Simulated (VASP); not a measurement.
# Sr7RuO8 (Fm-3m) in VASP: single point with PBEsol+U

Aim: the single point of Sr7RuO8 with PBEsol+U.

Program: VASP 6.6.1. These are calculated values, not measurements. Logs are shortened: lines on timing, memory, paths and dates and some standing lists are left out, and cuts for length are marked.

### 1 The cell of the first run

The structure is cubic, space group Fm-3m (No. 225). Conventional cell: a = 10.323 Å, b = 10.323 Å, c = 10.323 Å, α = 90.00°, β = 90.00°, γ = 90.00°. Within 3.4 Å of Ru (site symmetry m-3m) lie 6 O at 2.55 Å. Sr (site symmetry mmm) has 6 O at 2.58 Å within 3.4 Å. Sr (site symmetry m-3m) has 6 O at 2.61 Å within 3.4 Å. Within 3.4 Å of O (site symmetry -43m) lie 6 Sr at 2.58 Å. Within 3.4 Å of O (site symmetry 4mm) lie 1 Ru at 2.55 Å and 5 Sr at 2.58 to 2.61 Å.

### 2 Single point, PBEsol+U, collinear spin, ferromagnetic start

The input, INCAR:

```
ALGO     = Normal         # electronic algorithm
EDIFF    = 1E-6           # SCF threshold, eV
ENCUT    = 600            # plane-wave cutoff, eV
GGA      = PS             # functional
GGA_COMPAT= False        
ISIF     = 2              # what is computed and relaxed
ISMEAR   = 0              # smearing method
ISPIN    = 2              # spin polarisation
LASPH    = True           # aspherical terms in the spheres
LCHARG   = True           # write CHGCAR
LDAU     = True           # DFT+U
LDAUJ    = 0 0 0        
LDAUL    = 2 -1 -1        # shell
LDAUPRINT= 1            
LDAUTYPE = 2            
LDAUU    = 2 0 0          # U, eV
LELF     = True           # ELF
LMAXMIX  = 4              # l up to which the mixer works
LORBIT   = 11             # projections on sites
LREAL    = False          # projectors in reciprocal space
LVHAR    = True         
LWAVE    = False          # write WAVECAR
MAGMOM   = 3.29 0 0 0 0 0 0 0.02 0 0.08 0.1 0.1 0.1 0.1 0.08 0 # initial moments
NBANDS   = 84             # bands
NELM     = 200            # most SCF steps
PREC     = Accurate       # precision mode
SIGMA    = 0.05           # smearing width, eV
```

The input, KPOINTS:

```
k-points
0
Gamma
  3 3 3
```

The input, POSCAR:

```
Sr7RuO8
1.0
    0.0000000000      5.1613200000      5.1613200000
    5.1613200000      0.0000000000      5.1613200000
    5.1613200000      5.1613200000      0.0000000000
Ru Sr O
1 7 8
Direct
    0.0000000000      1.0000000000      1.0000000000
    0.0000000000      0.0000000000      0.5000000000
    0.0000000000      0.5000000000      0.0000000000
    0.0000000000      0.5000000000      0.5000000000
    0.5000000000      0.0000000000      0.0000000000
    0.5000000000      0.0000000000      0.5000000000
    0.5000000000      0.5000000000      0.0000000000
    0.5000000000      0.5000000000      0.5000000000
    0.2500000000      0.2500000000      0.2500000000
    0.2473853934      0.2473853934      0.7526146066
    0.2473853934      0.7526146066      0.2473853934
    0.2473853934      0.7526146066      0.7526146066
    0.7526146066      0.2473853934      0.2473853934
    0.7526146066      0.2473853934      0.7526146066
    0.7526146066      0.7526146066      0.2473853934
    0.7500000000      0.7500000000      0.7500000000
```

Potentials or basis: VASP PAW PBE potentials, release 64 (Ru_pv, Sr_sv, O).

Command:

```
$ cat potpaw_PBE.64/Ru_pv/POTCAR potpaw_PBE.64/Sr_sv/POTCAR potpaw_PBE.64/O/POTCAR > POTCAR
$ mpirun -np 1 vasp_std > vasp.out
```

OUTCAR:

```text
EDIFF = 1E-6
   ENCUT = 600
   GGA = PS
   ISIF = 2
   ISMEAR = 0
   ISPIN = 2
   LASPH = True
   LORBIT = 11
   LREAL = False
   NELM = 200
   PREC = Accurate

 ion  position               nearest neighbor table
   1  0.000  0.000  0.000-  10 2.55  11 2.55  12 2.55  13 2.55  14 2.55  15 2.55   2 3.65   3 3.65
                             5 3.65   2 3.65   4 3.65   6 3.65   3 3.65   4 3.65   7 3.65   5 3.65
   2  0.000  0.000  0.500-   9 2.58  16 2.58  12 2.58  13 2.58  14 2.58  11 2.58   1 3.65   4 3.65
                             6 3.65   1 3.65   3 3.65   5 3.65   3 3.65   4 3.65   8 3.65   5 3.65
   3  0.000  0.500  0.000-   9 2.58  16 2.58  12 2.58  13 2.58  15 2.58  10 2.58   1 3.65   4 3.65
                             7 3.65   2 3.65   4 3.65   8 3.65   1 3.65   2 3.65   5 3.65   5 3.65
   4  0.000  0.500  0.500-   9 2.58  16 2.58  11 2.58  14 2.58  15 2.58  10 2.58   2 3.65   3 3.65
                             8 3.65   1 3.65   3 3.65   7 3.65   1 3.65   2 3.65   6 3.65   6 3.65
   5  0.500  0.000  0.000-   9 2.58  16 2.58  11 2.58  14 2.58  15 2.58  10 2.58   1 3.65   6 3.65
                             7 3.65   2 3.65   6 3.65   8 3.65   3 3.65   7 3.65   8 3.65   1 3.65
   6  0.500  0.000  0.500-   9 2.58  16 2.58  12 2.58  13 2.58  15 2.58  10 2.58   2 3.65   5 3.65
                             8 3.65   1 3.65   5 3.65   7 3.65   4 3.65   7 3.65   8 3.65   1 3.65
   7  0.500  0.500  0.000-   9 2.58  16 2.58  12 2.58  13 2.58  14 2.58  11 2.58   3 3.65   5 3.65
                             8 3.65   4 3.65   6 3.65   8 3.65   1 3.65   5 3.65   6 3.65   1 3.65
   8  0.500  0.500  0.500-  10 2.61  11 2.61  12 2.61  13 2.61  14 2.61  15 2.61   4 3.65   6 3.65
                             7 3.65   3 3.65   5 3.65   7 3.65   2 3.65   5 3.65   6 3.65   2 3.65
   9  0.250  0.250  0.250-   2 2.58   3 2.58   4 2.58   5 2.58   6 2.58   7 2.58
  10  0.247  0.247  0.753-   1 2.55   3 2.58   4 2.58   5 2.58   6 2.58   8 2.61
  11  0.247  0.753  0.247-   1 2.55   2 2.58   4 2.58   5 2.58   7 2.58   8 2.61
  12  0.247  0.753  0.753-   1 2.55   2 2.58   3 2.58   6 2.58   7 2.58   8 2.61
  13  0.753  0.247  0.247-   1 2.55   2 2.58   3 2.58   6 2.58   7 2.58   8 2.61
  14  0.753  0.247  0.753-   1 2.55   2 2.58   4 2.58   5 2.58   7 2.58   8 2.61
  15  0.753  0.753  0.247-   1 2.55   3 2.58   4 2.58   5 2.58   6 2.58   8 2.61
  16  0.750  0.750  0.750-   2 2.58   3 2.58   4 2.58   5 2.58   6 2.58   7 2.58

  LATTYP: Found a face centered cubic cell.
 ALAT       =    10.3226400000

  Lattice vectors:

 A1 = (   0.0000000000,   5.1613200000,   5.1613200000)
 A2 = (   5.1613200000,   0.0000000000,   5.1613200000)
 A3 = (   5.1613200000,   5.1613200000,   0.0000000000)

Analysis of symmetry for initial positions (statically):
=====================================================================
 Subroutine PRICEL returns:
 Original cell was already a primitive cell.

 Routine SETGRP: Setting up the symmetry group for a
 face centered cubic supercell.

 Subroutine GETGRP returns: Found 48 space group operations
 (whereof 48 operations were pure point group operations)
 out of a pool of 48 trial point group operations.

The static configuration has the point symmetry O_h .

Analysis of symmetry for dynamics (positions and initial velocities):
=====================================================================
 Subroutine PRICEL returns:
 Original cell was already a primitive cell.

 Routine SETGRP: Setting up the symmetry group for a
 face centered cubic supercell.

 Subroutine GETGRP returns: Found 48 space group operations
 (whereof 48 operations were pure point group operations)
 out of a pool of 48 trial point group operations.

The dynamic configuration has the point symmetry O_h .

Analysis of structural, dynamic, and magnetic symmetry:
=====================================================================
 Subroutine PRICEL returns:
 Original cell was already a primitive cell.

 Routine SETGRP: Setting up the symmetry group for a
 face centered cubic supercell.

 Subroutine GETGRP returns: Found 16 space group operations
 (whereof 16 operations were pure point group operations)
 out of a pool of 48 trial point group operations.

The overall configuration has the point symmetry D_4h.

 Subroutine INISYM returns: Found 16 space group operations
 (whereof 16 operations are pure point group operations),
 and found     1 'primitive' translations

[... 131 lines left out ...]
   J (eV)           for each species LDAUJ =   0.0  0.0  0.0
   GGA     = PS    functional components
   LHFCALC =     F    Hartree Fock is set to
   AEXX    =    0.0000 exact exchange contribution
   IVDW    =     0    specifies the selected vdW correction
   LEPSILON=     F    determine dielectric tensor
   LRPA    =     F    only Hartree local field effects (RPA)
 spin polarized calculation
 Gauss-broadening in eV      SIGMA  =   0.05
  energy-cutoff  :      600.00
  volume of cell :      274.99
 maximum number of plane-waves:      9257
 NGX is ok and might be reduce to    60
   NGX = 29   NGY = 29   NGZ = 29

atom =   1  type =  1  l = 2

 onsite density matrix

spin component  1

  0.8873  0.0000  0.0000  0.0000  0.0000
  0.0000  0.8805  0.0000  0.0000 -0.0000
  0.0000  0.0000  0.9278 -0.0000 -0.0000
  0.0000  0.0000 -0.0000  0.8805  0.0000
  0.0000 -0.0000 -0.0000  0.0000  0.9298

spin component  2

  0.0552 -0.0000  0.0000 -0.0000  0.0000
 -0.0000  0.4532 -0.0000  0.0000 -0.0000
  0.0000 -0.0000  0.1406 -0.0000  0.0000
 -0.0000  0.0000 -0.0000  0.4532  0.0000
  0.0000 -0.0000  0.0000  0.0000  0.1568

 occupancies and eigenvectors

  o =  0.0552  v =  0.0000  0.0000  0.0000  0.0000  0.0000  1.0000  0.0000  0.0000  0.0000  0.0000      0.0000  0.0000  0.0000  0.0000  0.0000  0.0000  0.0000  0.0000  0.0000  0.0000
  o =  0.1406  v =  0.0000  0.0000  0.0000  0.0000  0.0000  0.0000  0.0000  1.0000  0.0000 -0.0000      0.0000  0.0000  0.0000  0.0000  0.0000  0.0000  0.0000  0.0000  0.0000  0.0000
  o =  0.1568  v =  0.0000  0.0000  0.0000  0.0000  0.0000  0.0000 -0.0000 -0.0000  0.0000 -1.0000      0.0000  0.0000  0.0000  0.0000  0.0000  0.0000  0.0000  0.0000  0.0000  0.0000
  o =  0.4532  v =  0.0000  0.0000  0.0000  0.0000  0.0000  0.0000  0.2572 -0.0000 -0.9663 -0.0000      0.0000  0.0000  0.0000  0.0000  0.0000  0.0000  0.0000  0.0000  0.0000  0.0000
  o =  0.4532  v =  0.0000  0.0000  0.0000  0.0000  0.0000  0.0000 -0.9663  0.0000 -0.2572  0.0000      0.0000  0.0000  0.0000  0.0000  0.0000  0.0000  0.0000  0.0000  0.0000  0.0000
  o =  0.8805  v =  0.0000  0.9986 -0.0000  0.0533  0.0000  0.0000  0.0000  0.0000  0.0000  0.0000      0.0000  0.0000  0.0000  0.0000  0.0000  0.0000  0.0000  0.0000  0.0000  0.0000
  o =  0.8805  v =  0.0000 -0.0533  0.0000  0.9986 -0.0000  0.0000  0.0000  0.0000  0.0000  0.0000      0.0000  0.0000  0.0000  0.0000  0.0000  0.0000  0.0000  0.0000  0.0000  0.0000
  o =  0.8873  v =  1.0000  0.0000  0.0000  0.0000  0.0000  0.0000  0.0000  0.0000  0.0000  0.0000      0.0000  0.0000  0.0000  0.0000  0.0000  0.0000  0.0000  0.0000  0.0000  0.0000
  o =  0.9278  v =  0.0000 -0.0000 -1.0000  0.0000  0.0000  0.0000  0.0000  0.0000  0.0000  0.0000      0.0000  0.0000  0.0000  0.0000  0.0000  0.0000  0.0000  0.0000  0.0000  0.0000
  o =  0.9298  v =  0.0000  0.0000 -0.0000 -0.0000 -1.0000  0.0000  0.0000  0.0000  0.0000  0.0000      0.0000  0.0000  0.0000  0.0000  0.0000  0.0000  0.0000  0.0000  0.0000  0.0000

 number of electron     131.9999997 magnetization       3.9999842

 Free energy of the ion-electron system (eV)
  ---------------------------------------------------
  ext. energy  EPLUGINS =         0.00000000
  ---------------------------------------------------
  free energy    TOTEN  =      -100.11364710 eV

  energy without entropy =     -100.10578601  energy(sigma->0) =     -100.10971655

 E-fermi :   3.1831     XC(G=0): -10.2838

 val. band max:        3.1580452105   @ k =   0.0000  -0.3333   0.3333
 cond. band min:       3.2507276594   @ k =  -0.3333   0.3333   0.0000
 fundamental gap:      0.0926824489
 Fermi energy:         3.1830656455

 spin component 1

 k-point     1 :       0.0000    0.0000    0.0000
  band No.  band energies     occupation
      1     -41.0011      1.00000
      2     -41.0011      1.00000
      3     -40.4759      1.00000
      4     -31.0233      1.00000
      5     -30.5518      1.00000
      6     -30.4951      1.00000
[... 475 lines left out ...]
     77       7.7086      0.00000
     78       7.7513      0.00000
 Fermi energy:         3.1830656455

 spin component 2

 k-point     1 :       0.0000    0.0000    0.0000
  band No.  band energies     occupation
      1     -38.3979      1.00000
      2     -38.3979      1.00000
      3     -38.2217      1.00000
      4     -31.0124      1.00000
      5     -30.5541      1.00000
      6     -30.4970      1.00000
[... 475 lines left out ...]
     77       7.7756      0.00000
     78       7.8236      0.00000
 [bands above 78 left out]

------------------------ aborting loop because EDIFF is reached ----------------------------------------

  FORCE on cell =-STRESS in cart. coord.  units (eV):
  Direction    XX          YY          ZZ          XY          YZ          ZX
  --------------------------------------------------------------------------------------
  -------------------------------------------------------------------------------------
  Total       -8.9945254     -8.9945254     -8.6139379      0.0000000      0.0000000      0.0000000
  in kB      -52.4054535    -52.4054535    -50.1880089      0.0000000      0.0000000      0.0000000
  external PRESSURE =     -51.6663053 kB  Pullay stress =       0.0000000 kB

 VOLUME and BASIS-vectors are now :
 -----------------------------------------------------------------------------
  energy-cutoff  :      600.00
  volume of cell :      274.99
      direct lattice vectors                 reciprocal lattice vectors
     0.000000000  5.161320000  5.161320000    -0.096874443  0.096874443  0.096874443
     5.161320000  0.000000000  5.161320000     0.096874443 -0.096874443  0.096874443
     5.161320000  5.161320000  0.000000000     0.096874443  0.096874443 -0.096874443

 POSITION                                       TOTAL-FORCE (eV/Angst)
 -----------------------------------------------------------------------------------
      0.00000      0.00000      0.00000        -0.000000      0.000000      0.000000
      2.58066      2.58066      0.00000        -0.000000      0.000000      0.000000
      2.58066      0.00000      2.58066        -0.000000      0.000000      0.000000
      5.16132      2.58066      2.58066        -0.000000      0.000000      0.000000
      0.00000      2.58066      2.58066        -0.000000      0.000000     -0.000000
      2.58066      5.16132      2.58066        -0.000000      0.000000     -0.000000
[... 8 lines left out ...]
      5.16132      5.16132      7.76897        -0.000000      0.000000     -0.088337
      7.74198      7.74198      7.74198        -0.000000      0.000000     -0.000000
 -----------------------------------------------------------------------------------
    total drift:                                0.000000      0.000000     -0.000000

  FREE ENERGIE OF THE ION-ELECTRON SYSTEM (eV)
  ---------------------------------------------------
  free  energy   TOTEN  =      -100.1136471018 eV

  energy  without entropy=     -100.1057860076  energy(sigma->0) =     -100.10971655

 total charge

# of ion       s       p       d       tot
------------------------------------------
    1        0.182   6.079   5.732  11.994
    2        2.014   5.777   0.249   8.040
    3        2.014   5.777   0.251   8.041
    4        2.014   5.777   0.251   8.041
    5        2.014   5.777   0.251   8.041
    6        2.014   5.777   0.251   8.041
[... 8 lines left out ...]
   15        1.547   3.362   0.000   4.909
   16        1.544   3.398   0.000   4.942
--------------------------------------------------
tot         26.650  73.482   7.482 107.614

 magnetization (x)

# of ion       s       p       d       tot
------------------------------------------
    1        0.019   0.015   3.235   3.268
    2       -0.000  -0.001  -0.002  -0.003
    3       -0.000  -0.000  -0.005  -0.006
    4       -0.000  -0.000  -0.005  -0.006
    5       -0.000  -0.000  -0.005  -0.006
    6       -0.000  -0.000  -0.005  -0.006
[... 8 lines left out ...]
   15        0.005   0.080   0.000   0.085
   16        0.000   0.001   0.000   0.001
--------------------------------------------------
tot          0.049   0.510   3.219   3.778
```

It took 19 min on 1 thread of Intel Xeon 8259CL, shared host; peak memory 0.81 GiB.

What came out:

```yaml
Free_energy: -100.1136 eV
Pressure: -5.2 GPa
Largest_force: 0.088 eV/Å
Band_gap_on_the_k_mesh: zero (filled and empty bands overlap)
Net_moment: 4.00 μB per cell
Site_moments: Ru +3.27; Sr -0.00, -0.01, +0.01 (each value once); O +0.00, +0.09 (each value once) μB
Valence_electrons_inside_the_program's_atomic_spheres: Ru 11.99; Sr 8.04, 8.03 (each value once); O 4.94, 4.91 (each value once)
```

Forces in eV/Å, atoms in the order of the input:
```
Ru   0.000  0.000  0.000
Sr   0.000  0.000  0.000
Sr   0.000  0.000  0.000
Sr   0.000  0.000  0.000
Sr   0.000  0.000  0.000
Sr   0.000  0.000  0.000
Sr   0.000  0.000  0.000
Sr   0.000  0.000  0.000
O    0.000  0.000  0.000
O    0.000  0.000  0.088
O    0.000 -0.072  0.000
O    0.072  0.000  0.000
O   -0.072  0.000  0.000
O    0.000  0.072  0.000
O    0.000  0.000 -0.088
O    0.000  0.000  0.000
```

Eigenvalues of the final occupation matrices:
```csv
site,spin,trace,eigenvalues
site 1 d,1,4.51,0.88 0.88 0.89 0.93 0.93
site 1 d,2,1.26,0.06 0.14 0.16 0.45 0.45
```

Caveat: the cell stands under tension; the PAW data sets were made with another functional, which shifts forces and pressure a little.
